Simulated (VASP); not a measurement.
# Hf in VASP: notebook

Runs on Hf. Level: PBE. Tasks: single point.

Everything below comes from runs of VASP 6.6.1. Logs are shortened: lines on timing, memory, paths and dates and some standing lists are left out, and cuts for length are marked.

## Step 1: The cell of the first run

Symmetry: R-3m, No. 166, trigonal system. The conventional cell has a = 3.092 Å, b = 3.092 Å, c = 7.921 Å, α = 90.00°, β = 90.00°, γ = 120.00°. Hf (site symmetry -3m) has 12 Hf at 3.09 to 3.19 Å within 4.1 Å.

## Step 2: Single point, PBE (equal xy, yz and zx shear strains of +3 %)

Contents of INCAR:

```
PREC     = Accurate       # precision mode
ENCUT    = 520            # plane-wave cutoff, eV
EDIFF    = 1E-6           # SCF threshold, eV
ISMEAR   = -1             # smearing method
SIGMA    = 0.03           # smearing width, eV
LREAL    = False          # projectors in reciprocal space
LASPH    = True           # aspherical terms in the spheres
NELM     = 80             # most SCF steps
ALGO     = Normal         # electronic algorithm
ISIF     = 2              # what is computed and relaxed
LWAVE    = False          # write WAVECAR
LCHARG   = False          # write CHGCAR
GGA      = PE             # functional
NBANDS   = 11             # bands
```

Contents of KPOINTS:

```
Automatic mesh
0
Gamma
  13 13 13
```

Contents of POSCAR:

```
Hf
1.0
    0.0666000000      2.2533000000      2.2533000000
    2.2533000000      0.0666000000      2.2533000000
    2.2533000000      2.2533000000      0.0666000000
Hf
1
Direct
    0.0000000000      0.0000000000      0.0000000000
```

Potentials or basis: VASP PAW PBE potentials, release 64 (Hf_pv).

The run is started by

```console
> cat potpaw_PBE.64/Hf_pv/POTCAR > POTCAR
> mpirun -np 1 vasp_std > vasp.out
```

OUTCAR:

```text
PREC = Accurate
   ENCUT = 520
   EDIFF = 1E-6
   ISMEAR = -1
   LREAL = False
   LASPH = True
   NELM = 80
   ISIF = 2
   GGA = PE

 ion  position               nearest neighbor table
   1  0.000  0.000  0.000-

  LATTYP: Found a trigonal (rhomboedric) cell.
 ALAT       =     3.1873433044
 COS(alpha) =     0.5293254421

  Lattice vectors:

 A1 = (   0.0666000000,   2.2533000000,   2.2533000000)
 A2 = (   2.2533000000,   0.0666000000,   2.2533000000)
 A3 = (   2.2533000000,   2.2533000000,   0.0666000000)

Analysis of symmetry for initial positions (statically):
=====================================================================
 Subroutine PRICEL returns:
 Original cell was already a primitive cell.

 Routine SETGRP: Setting up the symmetry group for a
 trigonal (rhombohedral) supercell.

 Subroutine GETGRP returns: Found 12 space group operations
 (whereof 12 operations were pure point group operations)
 out of a pool of 12 trial point group operations.

The static configuration has the point symmetry D_3d.

Analysis of symmetry for dynamics (positions and initial velocities):
=====================================================================
 Subroutine PRICEL returns:
 Original cell was already a primitive cell.

 Routine SETGRP: Setting up the symmetry group for a
 trigonal (rhombohedral) supercell.

 Subroutine GETGRP returns: Found 12 space group operations
 (whereof 12 operations were pure point group operations)
 out of a pool of 12 trial point group operations.

The dynamic configuration has the point symmetry D_3d.

 Subroutine INISYM returns: Found 12 space group operations
 (whereof 12 operations are pure point group operations),
 and found     1 'primitive' translations

----------------------------------------------------------------------------------------

                                     Primitive cell

  volume of cell :      21.8675

  direct lattice vectors                    reciprocal lattice vectors
     0.066600000  2.253300000  2.253300000    -0.231984979  0.225325123  0.225325123
     2.253300000  0.066600000  2.253300000     0.225325123 -0.231984979  0.225325123
     2.253300000  2.253300000  0.066600000     0.225325123  0.225325123 -0.231984979

  length of vectors
     3.187343304  3.187343304  3.187343304     0.394157142  0.394157142  0.394157142

  position of ions in fractional coordinates (direct lattice)
[... 75 lines left out ...]
   ENCUT  =  520.0 eV  38.22 Ry    6.18 a.u.   5.93  5.93  5.93*2*pi/ulx,y,z
   NELM   =     80;   NELMIN=  2; NELMDL= -5     # of ELM steps
   EDIFF  = 0.1E-05   stopping-criterion for ELM
   LREAL  =      F    real-space projection
   EDIFFG = 0.1E-04   stopping-criterion for IOM
   NSW    =      0    number of steps for IOM
   IBRION =     -1    ionic relax: 0-MD 1-quasi-New 2-CG
   NFREE  =      0    steps in history (QN), initial steepest desc. (CG)
   ISIF   =      2    stress and relaxation
   ISYM   =      2    0-nonsym 1-usesym 2-fastsym
   POTIM  = 0.5000    time-step for ionic-motion
   TEBEG  =    0.0;   TEEND  =   0.0 temperature during run
   PSTRESS=    0.0 pullay stress
   NELECT =      10.0000    total number of electrons
   NUPDOWN=      -1.0000    fix difference up-down
   EMIN   =  10.00;   EMAX   =-10.00  energy-range for DOS
   EFERMI =   0.00;   METHOD = LEGACY
   ISMEAR =    -1;   SIGMA  =   0.03  broadening in eV -4-tet -1-fermi 0-gaus
   EFERMI_NEDOS =   21; number of points for ismear=-14 and -15
   IALGO  =     38    algorithm
   IMIX   =      4    mixing-type and parameters
     AMIX     =   0.40;   BMIX     =  1.00
     AMIX_MAG =   1.60;   BMIX_MAG =  1.00
  volume/ion in A,a.u.               =      21.87       147.57
  Fermi-wavevector in a.u.,A,eV,Ry     =   1.261272  2.383458 21.644232  1.590806
  Thomas-Fermi vector in A             =   2.394739
   LORBIT       =      0    0 simple, 1 ext, 2 COOP (PROOUT), +10 PAW based schemes
   GGA     = PE    functional components
   LHFCALC =     F    Hartree Fock is set to
   AEXX    =    0.0000 exact exchange contribution
   IVDW    =     0    specifies the selected vdW correction
   LEPSILON=     F    determine dielectric tensor
   LRPA    =     F    only Hartree local field effects (RPA)
 non-spin polarized calculation
  energy-cutoff  :      520.00
  volume of cell :       21.87
 maximum number of plane-waves:       605
   NGX = 11   NGY = 11   NGZ = 11

 number of electron      10.0000002 magnetization

 Free energy of the ion-electron system (eV)
  ---------------------------------------------------
  ext. energy  EPLUGINS =         0.00000000
  ---------------------------------------------------
  free energy    TOTEN  =        -9.83749162 eV

  energy without entropy =       -9.83332073  energy(sigma->0) =       -9.83540617

 E-fermi :   4.8942     XC(G=0): -11.3884

 val. band max:        4.8939110910   @ k =   0.3846   0.0769   0.0769
 cond. band min:       4.9002462717   @ k =   0.2308   0.2308   0.1538
 fundamental gap:      0.0063351807
 Fermi energy:         4.8941786425

 k-point     1 :       0.0000    0.0000    0.0000
  band No.  band energies     occupation
      1     -25.0809      2.00000
      2     -25.0050      2.00000
      3     -25.0050      2.00000
      4      -2.3861      2.00000
      5       5.8455      0.00000
      6       6.5247      0.00000
      7       6.5247      0.00000
      8       9.2203      0.00000
      9       9.2203      0.00000
     10      16.2723      0.00000
     11      18.0469      0.00000
[... 309 lines left out ...]
 k-point    24 :       0.4615    0.1538   -0.0000
  band No.  band energies     occupation
      1     -25.8053      2.00000
      2     -25.2522      2.00000
      3     -25.2187      2.00000
      4       1.7537      2.00000
      5       4.5214      1.99999
      6       5.6057      0.00000
      7       6.7417      0.00000
      8      11.0026      0.00000
      9      11.4780      0.00000
     10      14.7854      0.00000
     11      18.0143      0.00000

 [... further k-points ...]
[... 5 lines left out ...]
  --------------------------------------------------------------------------------------
  -------------------------------------------------------------------------------------
  Total        0.4108328      0.4108328      0.4108328     -0.2695733     -0.2695733     -0.2695733
  in kB       30.1007341     30.1007341     30.1007341    -19.7509897    -19.7509897    -19.7509897
  external PRESSURE =      30.1007341 kB  Pullay stress =       0.0000000 kB

 VOLUME and BASIS-vectors are now :
 -----------------------------------------------------------------------------
  energy-cutoff  :      520.00
  volume of cell :       21.87
      direct lattice vectors                 reciprocal lattice vectors
     0.066600000  2.253300000  2.253300000    -0.231984979  0.225325123  0.225325123
     2.253300000  0.066600000  2.253300000     0.225325123 -0.231984979  0.225325123
     2.253300000  2.253300000  0.066600000     0.225325123  0.225325123 -0.231984979

 POSITION                                       TOTAL-FORCE (eV/Angst)
 -----------------------------------------------------------------------------------
      0.00000      0.00000      0.00000         0.000000     -0.000000      0.000000
 -----------------------------------------------------------------------------------
    total drift:                                0.000000      0.000000      0.000000

  FREE ENERGIE OF THE ION-ELECTRON SYSTEM (eV)
  ---------------------------------------------------
  free  energy   TOTEN  =        -9.8374916172 eV

  energy  without entropy=       -9.8333207280  energy(sigma->0) =       -9.83540617
```

OSZICAR:

```text
N       E                     dE             d eps       ncg     rms          rms(c)
DAV:   1     0.131673996390E+02    0.13167E+02   -0.57671E+03  5130   0.844E+02
DAV:   2    -0.970344927467E+01   -0.22871E+02   -0.22107E+02  6449   0.156E+02
DAV:   3    -0.101578085902E+02   -0.45436E+00   -0.45152E+00  6419   0.151E+01
DAV:   4    -0.101594981767E+02   -0.16896E-02   -0.16894E-02  5747   0.113E+00
DAV:   5    -0.101595072910E+02   -0.91143E-05   -0.91132E-05  6516   0.737E-02    0.461E+01
DAV:   6    -0.992206725032E+01    0.23744E+00   -0.19874E-01  5769   0.336E+00    0.277E+01
DAV:   7    -0.984191777956E+01    0.80149E-01   -0.32318E-01  5979   0.415E+00    0.132E+00
DAV:   8    -0.983744210539E+01    0.44757E-02   -0.24994E-02  5706   0.112E+00    0.197E-01
DAV:   9    -0.983749155867E+01   -0.49453E-04   -0.42651E-04  6204   0.166E-01    0.487E-02
DAV:  10    -0.983749160163E+01   -0.42954E-07   -0.25261E-05  5815   0.387E-02    0.433E-02
DAV:  11    -0.983749161717E+01   -0.15541E-07   -0.35787E-06  6043   0.141E-02
   1 F= -.98374916E+01 E0= -.98354062E+01  d E =-.417089E-02
```

Run time: 19 s. Hardware: 1 thread of Intel Xeon Platinum 8375C at 2.90GHz (Ice Lake), shared host; peak memory 0.18 GiB.

What came out:

```yaml
Free_energy: -9.8375 eV
Pressure: 3.0 GPa
Band_gap_on_the_k_mesh: zero (band 5 reaches 5.92 eV, above the bottom of band 6 at 4.32 eV)
```

Caveat: the cell differs from its parent crystal (equal xy, yz and zx shear strains of +3 %); spin-orbit coupling is left out, which moves the levels of the heavy elements.

## Step 3: Single point, PBE (equal xx and yy strain of -2 %)

Edit INCAR of step 2 so:

```diff
@@ -11,4 +11,6 @@
 LWAVE    = False          # write WAVECAR
-LCHARG   = False          # write CHGCAR
+LCHARG   = True           # write CHGCAR
 GGA      = PE             # functional
+LELF     = True           # ELF
+LVHAR    = True         
 NBANDS   = 11             # bands
```

KPOINTS is that of step 2.

Contents of POSCAR:

```
Hf
1.0
    0.0000000000      2.1756000000      2.2200000000
    2.1756000000      0.0000000000      2.2200000000
    2.1756000000      2.1756000000      0.0000000000
Hf
1
Direct
    0.0000000000      0.0000000000      0.0000000000
```

Potentials or basis: VASP PAW PBE potentials, release 64 (Hf_pv).

The run is started by

```console
> cat potpaw_PBE.64/Hf_pv/POTCAR > POTCAR
> mpirun -np 1 vasp_std > vasp.out
```

Wall time 28 s (1 thread of Intel Xeon 8259CL, shared host); peak memory 0.17 GiB.

The run converged. Its results:

```
Free energy            : -9.8213 eV
Pressure               : 7.8 GPa
Band gap on the k mesh : zero (band 5 reaches 6.45 eV, above the bottom of band 6 at 4.51 eV)
```

Stress tensor (GPa, compression positive):
```
8.10 0.00 0.00
0.00 8.10 0.00
0.00 0.00 7.14
```

Levels at points of the mesh, in eV from the Fermi level:
```tsv
k point	band 1	band 2	band 3	band 4	band 5	band 6	band 7	band 8	band 9	band 10
(0.00, 0.00, 0.00)	-29.78	-29.78	-29.78	-7.41	1.27	1.52	1.52	4.26	4.64	11.53
```

Caveat: the cell differs from its parent crystal (equal xx and yy strain of -2 %); spin-orbit coupling is left out, which moves the levels of the heavy elements.

(Part 1 of 2 ends here.)
